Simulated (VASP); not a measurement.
Wanted: the native input for a VASP 6.6.1 run.

```
Task                   : single point
Functional             : PBE
Potentials or basis    : VASP PAW PBE potentials, release 64 (K_sv, Ta_pv, O)
Cutoff                 : 520 eV
k mesh                 : 8 × 8 × 8
Occupations            : gaussian, width 0.05 eV
Spin                   : no spin polarisation
Dipole correction      : no
Further INCAR settings : ALGO = Normal; EDIFF = 1e-06; NBANDS = 27
```

The structure of KTaO3 lies in POSCAR:

```
KTaO3
1.0
    4.2451007215      0.0000000000      0.0000000000
    0.0000000000      4.2451007215      0.0000000000
    0.0000000000      0.0000000000      3.7628572795
K Ta O
1 1 3
Direct
    0.5000000000      0.5000000000      0.5000000000
    0.0000000000      0.0000000000      0.0000000000
    0.5000000000      0.0000000000      0.0000000000
    0.0000000000      0.5000000000      0.0000000000
    0.0000000000      0.0000000000      0.5000000000
```

This cell differs from its parent crystal: volume 13.562 Å^3 an atom, c/a of the conventional cell 0.8864.

One way to write it, as run:

INCAR

```
PREC = Accurate
ENCUT = 520
EDIFF = 1E-6
ISMEAR = 0
SIGMA = 0.05
LREAL = False
LASPH = True
NELM = 60
ALGO = Normal
ISIF = 2
LWAVE = False
LCHARG = False
GGA = PE
NBANDS = 27
```

KPOINTS

```
Automatic mesh
0
Gamma
  8 8 8
```

Potentials or basis: VASP PAW PBE potentials, release 64 (K_sv, Ta_pv, O).

The run is started by

```sh
$ cat potpaw_PBE.64/K_sv/POTCAR potpaw_PBE.64/Ta_pv/POTCAR potpaw_PBE.64/O/POTCAR > POTCAR
$ mpirun -np 1 vasp_std > vasp.out
```

It gave:

The pressure is -1.3 GPa and the band gap on the k mesh is 1.79 eV, indirect (least direct gap 2.35 eV).

Caveat: spin-orbit coupling is left out, which moves the levels of the heavy elements.

It took 50 s on 1 thread of Intel(R) Xeon(R) 6975P-C (Granite Rapids) (shared host), peak memory 0.26 GiB.
